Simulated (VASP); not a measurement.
# NaCl (Pm-3m) in VASP: further runs

The runs below take NaCl through relaxation of cell and atoms, single point, with RPBE+D3(BJ), PBEsol.

All numbers are computed with VASP 6.6.1; they aren't measurements. Logs are shortened: lines on timing, memory, paths and dates and some standing lists are left out, and cuts for length are marked.

**1. The cell of the first run**

Symmetry: Pm-3m, No. 221, cubic system. The conventional cell has a = 3.502 Å, b = 3.502 Å, c = 3.502 Å, α = 90.00°, β = 90.00°, γ = 90.00°. Within 4.0 Å of Cl (site symmetry m-3m) lie 8 Na at 3.03 Å and 6 Cl at 3.50 Å. Na (site symmetry m-3m) has 8 Cl at 3.03 Å and 6 Na at 3.50 Å within 4.0 Å.

**2. Relaxation of cell and atoms, RPBE+D3(BJ)**

File INCAR:

```
  PREC = Accurate
  ENCUT = 600
  EDIFF = 1E-6
  ISMEAR = -1
  SIGMA = 0.05
  LREAL = False
  LASPH = True
  NELM = 60
  ALGO = Normal
  ISIF = 3
  LWAVE = False
  LCHARG = False
  GGA = RP
  IVDW = 12
  IBRION = 2
  NSW = 60
  EDIFFG = -0.01
```

File KPOINTS:

```
regular mesh
0
Gamma
  8 8 8
```

File POSCAR:

```
NaCl
1.0
    3.5021900000      0.0000000000      0.0000000000
    0.0000000000      3.5021900000      0.0000000000
    0.0000000000      0.0000000000      3.5021900000
Cl Na
1 1
Direct
    0.5000000000      0.5000000000      0.5000000000
    0.0000000000      0.0000000000      0.0000000000
```

Potentials or basis: VASP PAW PBE potentials, release 64 (Cl, Na_pv).

Command:

```
$ cat potpaw_PBE.64/Cl/POTCAR potpaw_PBE.64/Na_pv/POTCAR > POTCAR
$ mpirun -np 1 vasp_std > vasp.out
```

OUTCAR:

```text
PREC = Accurate
   ENCUT = 600
   EDIFF = 1E-6
   ISMEAR = -1
   LREAL = False
   LASPH = True
   NELM = 60
   ISIF = 3
   GGA = RP
   IVDW = 12
   IBRION = 2
   NSW = 60
   EDIFFG = -0.01
 IVDW          = 12

 ion  position               nearest neighbor table
   1  0.500  0.500  0.500-
   2  0.000  0.000  0.000-

  LATTYP: Found a simple cubic cell.
 ALAT       =     3.5021900000

  Lattice vectors:

 A1 = (   3.5021900000,   0.0000000000,   0.0000000000)
 A2 = (   0.0000000000,   3.5021900000,   0.0000000000)
 A3 = (   0.0000000000,   0.0000000000,   3.5021900000)

Analysis of symmetry for initial positions (statically):
=====================================================================
 Subroutine PRICEL returns:
 Original cell was already a primitive cell.

 Routine SETGRP: Setting up the symmetry group for a
 simple cubic supercell.

 Subroutine GETGRP returns: Found 48 space group operations
 (whereof 48 operations were pure point group operations)
 out of a pool of 48 trial point group operations.

The static configuration has the point symmetry O_h .

Analysis of symmetry for dynamics (positions and initial velocities):
=====================================================================
 Subroutine PRICEL returns:
 Original cell was already a primitive cell.

 Routine SETGRP: Setting up the symmetry group for a
 simple cubic supercell.

 Subroutine GETGRP returns: Found 48 space group operations
 (whereof 48 operations were pure point group operations)
 out of a pool of 48 trial point group operations.

The dynamic configuration has the point symmetry O_h .

 Subroutine INISYM returns: Found 48 space group operations
 (whereof 48 operations are pure point group operations),
 and found     1 'primitive' translations

----------------------------------------------------------------------------------------

                                     Primitive cell

  volume of cell :      42.9555

  direct lattice vectors                    reciprocal lattice vectors
     3.502190000  0.000000000  0.000000000     0.285535622  0.000000000  0.000000000
     0.000000000  3.502190000  0.000000000     0.000000000  0.285535622  0.000000000
     0.000000000  0.000000000  3.502190000     0.000000000  0.000000000  0.285535622

  length of vectors
     3.502190000  3.502190000  3.502190000     0.285535622  0.285535622  0.285535622

  position of ions in fractional coordinates (direct lattice)
     0.500000000  0.500000000  0.500000000
     0.000000000  0.000000000  0.000000000

  ion indices of the primitive-cell ions
   primitive index   ion index
                 1           1
                 2           2

----------------------------------------------------------------------------------------

 KPOINTS: regular mesh

Automatic generation of k-mesh.
 Grid dimensions read from file:
 generate k-points for:    8    8    8

 Generating k-lattice:

  Cartesian coordinates                     Fractional coordinates (reciprocal lattice)
     0.035691953  0.000000000  0.000000000     0.125000000  0.000000000  0.000000000
     0.000000000  0.035691953  0.000000000     0.000000000  0.125000000  0.000000000
     0.000000000  0.000000000  0.035691953     0.000000000  0.000000000  0.125000000

  Length of vectors
     0.035691953  0.035691953  0.035691953

  Shift w.r.t. Gamma in fractional coordinates (k-lattice)
     0.000000000  0.000000000  0.000000000

 Subroutine IBZKPT returns following result:
 ===========================================

 Found     35 irreducible k-points:

 Following reciprocal coordinates:
            Coordinates               Weight
  0.000000  0.000000  0.000000      1.000000
  0.125000  0.000000  0.000000      6.000000
  0.250000  0.000000  0.000000      6.000000
  0.375000  0.000000  0.000000      6.000000
  0.500000  0.000000  0.000000      3.000000
  0.125000  0.125000  0.000000     12.000000
[... 16 lines left out ...]
  0.375000  0.375000  0.125000     24.000000
  0.500000  0.375000  0.125000     24.000000
 [... further k-points ...]
   k-points           NKPTS =     35   k-points in BZ     NKDIM =     35   number of bands    NBANDS=     11
   number of dos      NEDOS =    301   number of ions     NIONS =      2
   total plane-waves  NPLWV =  21952
   dimension x,y,z NGX =    28 NGY =   28 NGZ =   28
   dimension x,y,z NGXF=    56 NGYF=   56 NGZF=   56
   ions per type =               1   1
   NGX,Y,Z   is equivalent  to a cutoff of  13.29, 13.29, 13.29 a.u.
   NGXF,Y,Z  is equivalent  to a cutoff of  26.58, 26.58, 26.58 a.u.
 SYSTEM =  unknown system
   PREC   = accura    normal or accurate (medium, high low for compatibility)
   ISTART =      0    job   : 0-new  1-cont  2-samecut
   ICHARG =      2    charge: 1-file 2-atom 10-const
   ISPIN  =      1    spin polarized calculation?
   LNONCOLLINEAR =      F non collinear calculations
   LSORBIT =      F    spin-orbit coupling
   LASPH  =      T    aspherical Exc in radial PAW
   ENCUT  =  600.0 eV  44.10 Ry    6.64 a.u.   6.99  6.99  6.99*2*pi/ulx,y,z
   NELM   =     60;   NELMIN=  2; NELMDL= -5     # of ELM steps
   EDIFF  = 0.1E-05   stopping-criterion for ELM
   LREAL  =      F    real-space projection
   EDIFFG = -.1E-01   stopping-criterion for IOM
   NSW    =     60    number of steps for IOM
   IBRION =      2    ionic relax: 0-MD 1-quasi-New 2-CG
   NFREE  =      1    steps in history (QN), initial steepest desc. (CG)
   ISIF   =      3    stress and relaxation
   ISYM   =      2    0-nonsym 1-usesym 2-fastsym
   POTIM  = 0.5000    time-step for ionic-motion
   TEBEG  =    0.0;   TEEND  =   0.0 temperature during run
   PSTRESS=    0.0 pullay stress
   NELECT =      14.0000    total number of electrons
   NUPDOWN=      -1.0000    fix difference up-down
   EMIN   =  10.00;   EMAX   =-10.00  energy-range for DOS
   EFERMI =   0.00;   METHOD = LEGACY
   ISMEAR =    -1;   SIGMA  =   0.05  broadening in eV -4-tet -1-fermi 0-gaus
   EFERMI_NEDOS =   21; number of points for ismear=-14 and -15
   IALGO  =     38    algorithm
   IMIX   =      4    mixing-type and parameters
     AMIX     =   0.40;   BMIX     =  1.00
     AMIX_MAG =   1.60;   BMIX_MAG =  1.00
  volume/ion in A,a.u.               =      21.48       144.94
  Fermi-wavevector in a.u.,A,eV,Ry     =   1.126621  2.129005 17.269530  1.269275
  Thomas-Fermi vector in A             =   2.263304
   LORBIT       =      0    0 simple, 1 ext, 2 COOP (PROOUT), +10 PAW based schemes
   GGA     = RP    functional components
   LHFCALC =     F    Hartree Fock is set to
   AEXX    =    0.0000 exact exchange contribution
   IVDW    =    12    specifies the selected vdW correction
   LEPSILON=     F    determine dielectric tensor
   LRPA    =     F    only Hartree local field effects (RPA)
 conjugate gradient relaxation of ions
 non-spin polarized calculation
  energy-cutoff  :      600.00
  volume of cell :       42.96
 maximum number of plane-waves:      1472
 NGX is ok and might be reduce to    28
   NGX = 13   NGY = 13   NGZ = 13

--------------------------------------- Ionic step        1  -------------------------------------------

 number of electron      13.9999982 magnetization

 Free energy of the ion-electron system (eV)
  ---------------------------------------------------
  ext. energy  EPLUGINS =         0.00000000
  ---------------------------------------------------
  free energy    TOTEN  =        -6.10475636 eV

  energy without entropy =       -6.10475636  energy(sigma->0) =       -6.10475636

 E-fermi :   1.6298     XC(G=0):  -8.1369

 val. band max:        0.5466733159   @ k =   0.5000   0.5000   0.0000
 cond. band min:       4.8175529028   @ k =   0.0000   0.0000   0.0000
 fundamental gap:      4.2708795870
 Fermi energy:         1.6298145056

 k-point     1 :       0.0000    0.0000    0.0000
  band No.  band energies     occupation
      1     -21.5628      2.00000
      2     -21.5628      2.00000
      3     -21.5628      2.00000
      4     -12.8142      2.00000
      5       0.0671      2.00000
      6       0.0671      2.00000
      7       0.0671      2.00000
      8       4.8176      0.00000
      9       9.3103      0.00000
     10       9.3103      0.00000
     11      16.4823      0.00000
[... 309 lines left out ...]
 k-point    24 :       0.5000    0.3750    0.1250
  band No.  band energies     occupation
      1     -21.5938      2.00000
      2     -21.5877      2.00000
      3     -21.5614      2.00000
      4     -12.2049      2.00000
      5      -1.7172      2.00000
      6      -1.3770      2.00000
      7       0.1844      2.00000
      8       6.8676      0.00000
      9      10.1948      0.00000
     10      10.5395      0.00000
     11      11.8099      0.00000

 [... further k-points ...]

------------------------ aborting loop because EDIFF is reached ----------------------------------------

 Edisp (eV)   -1.89558

 E8    (eV) :    -1.1751
[... 105 lines left out ...]
  FREE ENERGIE OF THE ION-ELECTRON SYSTEM (eV)
  ---------------------------------------------------
  free  energy   TOTEN  =        -8.4110302772 eV

  energy  without entropy=       -8.4110302772  energy(sigma->0) =       -8.41103028

[... ionic steps 4 to 12 ...]

--------------------------------------- Ionic step       13  -------------------------------------------

 number of electron      14.0000011 magnetization

------------------------ aborting loop because EDIFF is reached ----------------------------------------
[... 75 lines left out ...]
--------------------------------------- Ionic step       15  -------------------------------------------

 number of electron      14.0000011 magnetization

 Free energy of the ion-electron system (eV)
  ---------------------------------------------------
  ext. energy  EPLUGINS =         0.00000000
  ---------------------------------------------------
  free energy    TOTEN  =        -5.55980349 eV

  energy without entropy =       -5.55980349  energy(sigma->0) =       -5.55980349

 E-fermi :   4.0726     XC(G=0):  -9.4753

 val. band max:        2.9681338021   @ k =   0.5000   0.5000   0.0000
 cond. band min:       8.4813635174   @ k =   0.0000   0.0000   0.0000
 fundamental gap:      5.5132297153
 Fermi energy:         4.0725777484

 k-point     1 :       0.0000    0.0000    0.0000
  band No.  band energies     occupation
      1     -19.0429      2.00000
      2     -19.0429      2.00000
      3     -19.0429      2.00000
      4     -11.6782      2.00000
      5       2.2011      2.00000
      6       2.2011      2.00000
      7       2.2011      2.00000
      8       8.4814      0.00000
      9      11.1495      0.00000
     10      11.1495      0.00000
     11      19.8684      0.00000
[... 309 lines left out ...]
 k-point    24 :       0.5000    0.3750    0.1250
  band No.  band energies     occupation
      1     -19.1310      2.00000
      2     -19.1121      2.00000
      3     -19.0370      2.00000
      4     -10.4496      2.00000
      5      -0.5422      2.00000
      6      -0.0284      2.00000
      7       2.3651      2.00000
      8       9.2290      0.00000
      9      13.6343      0.00000
     10      13.6495      0.00000
     11      14.8179      0.00000

 [... further k-points ...]

------------------------ aborting loop because EDIFF is reached ----------------------------------------

 Edisp (eV)   -2.85243

 E8    (eV) :    -1.8123
[... 25 lines left out ...]
  FREE ENERGIE OF THE ION-ELECTRON SYSTEM (eV)
  ---------------------------------------------------
  free  energy   TOTEN  =        -8.4122295185 eV

  energy  without entropy=       -8.4122295185  energy(sigma->0) =       -8.41222952

 reached required accuracy - stopping structural energy minimisation
```

Wall time 46 s (1 thread of Intel Xeon Platinum 8559C (Emerald Rapids), shared host); peak memory 0.17 GiB.

What came out:

```yaml
Free_energy: -8.4122 eV
Relaxed_volume: 16.10 Å³/atom
Relaxed_cell: a = 3.181 Å, b = 3.181 Å, c = 3.181 Å, α = 90.00°, β = 90.00°, γ = 90.00°
Space_group_after_relaxing_to_0.05_Å: Pm-3m (No. 221)
Energy_gained_by_relaxing: 205.9 meV/atom
Ionic_steps: 15
Pressure_after_relaxing: -0.1 GPa
Band_gap_on_the_k_mesh: 5.51 eV, indirect (least direct gap 5.55 eV)
Dispersion_energy_per_atom: -1.426 eV
```

Step by step:
| step | energy change (eV) | largest force (eV/Å) | pressure (GPa) | volume (Å³) |
| --- | --- | --- | --- | --- |
| 1 | 0.0000 | 0.0000 | -9.19 | 42.96 |
| 2 | -0.3468 | 0.0000 | -5.24 | 35.74 |
| 3 | -0.4107 | 0.0000 | -0.85 | 32.60 |
| 4 | -0.4119 | 0.0000 | 0.20 | 32.07 |
| 5 | -0.4118 | 0.0000 | -0.28 | 32.27 |
| 6 | -0.4118 | 0.0000 | -0.22 | 32.27 |
| 7 | -0.4118 | 0.0000 | -0.21 | 32.26 |
| 8 | -0.4118 | 0.0000 | -0.21 | 32.26 |
| 9 | -0.4118 | 0.0000 | -0.21 | 32.26 |
| 10 | -0.4118 | 0.0000 | -0.22 | 32.26 |
| 11 | -0.4118 | 0.0000 | -0.22 | 32.25 |
| 12 | -0.4118 | 0.0000 | -0.18 | 32.25 |
| 13 | -0.4118 | 0.0000 | -0.16 | 32.24 |
| 14 | -0.4119 | 0.0000 | -0.15 | 32.23 |
| 15 | -0.4119 | 0.0000 | -0.10 | 32.19 |

Final structure:
```
CELL_PARAMETERS angstrom
3.18117 0.00000 0.00000
0.00000 3.18117 0.00000
0.00000 0.00000 3.18117
ATOMIC_POSITIONS crystal
Cl 0.50000 0.50000 0.50000
Na 0.00000 0.00000 0.00000
```

Caveat: the volume moved by over 15 % at a fixed basis, so the end points are rough; the PAW data sets were made with another functional, which shifts forces and pressure a little. A k mesh can miss the band edges.

**3. Single point, PBEsol**

File INCAR:

```
SYSTEM = NaCl
ALGO = Normal
EDIFF = 1E-6
ENCUT = 500
GGA = PS
GGA_COMPAT = .FALSE.
ISIF = 2
ISMEAR = 0
LASPH = .TRUE.
LCHARG = .TRUE.
LELF = .TRUE.
LREAL = .FALSE.
LVHAR = .TRUE.
LWAVE = .FALSE.
NBANDS = 14
NELM = 120
PREC = Accurate
SIGMA = 0.01
```

File KPOINTS:

```
k-points
0
G
  4 4 4
  0 0 0
```

POSCAR is that of step 2.

Potentials or basis: VASP PAW PBE potentials, release 64 (Cl, Na_pv).

Command:

```
$ cat potpaw_PBE.64/Cl/POTCAR potpaw_PBE.64/Na_pv/POTCAR > POTCAR
$ mpirun -np 1 vasp_std > vasp.out
```

Run time: 8.2 s. Hardware: 1 thread of Intel Xeon 8259CL, shared host; peak memory 0.15 GiB.

The run converged. Its results:

```
Free energy            : -6.7134 eV
Pressure               : -1.1 GPa
Band gap on the k mesh : 3.83 eV, indirect (least direct gap 4.33 eV)
```

Levels at points of the mesh, in eV from the valence-band top:
| k point | band 3 | band 4 | band 5 | band 6 | band 7 | band 8 | band 9 | band 10 | band 11 | band 12 |
| --- | --- | --- | --- | --- | --- | --- | --- | --- | --- | --- |
| (0.00, 0.00, 0.00) | -21.90 | -13.37 | -0.50 | -0.50 | -0.50 | 3.83 | 8.40 | 8.40 | 15.57 | 15.57 |
| (0.50, 0.00, 0.00) | -21.90 | -13.00 | -3.00 | -0.26 | -0.26 | 6.73 | 8.48 | 10.37 | 11.76 | 11.76 |
| (0.50, 0.50, 0.00) | -21.89 | -12.73 | -2.31 | -2.31 | 0.00 | 5.42 | 9.72 | 10.86 | 10.86 | 12.52 |
| (0.50, 0.50, 0.50) | -21.93 | -12.46 | -1.88 | -1.88 | -1.88 | 6.96 | 6.96 | 6.96 | 11.65 | 15.72 |

Caveat: the k points lie up to 0.45 Å⁻¹ apart; the PAW data sets were made with another functional, which shifts forces and pressure a little.
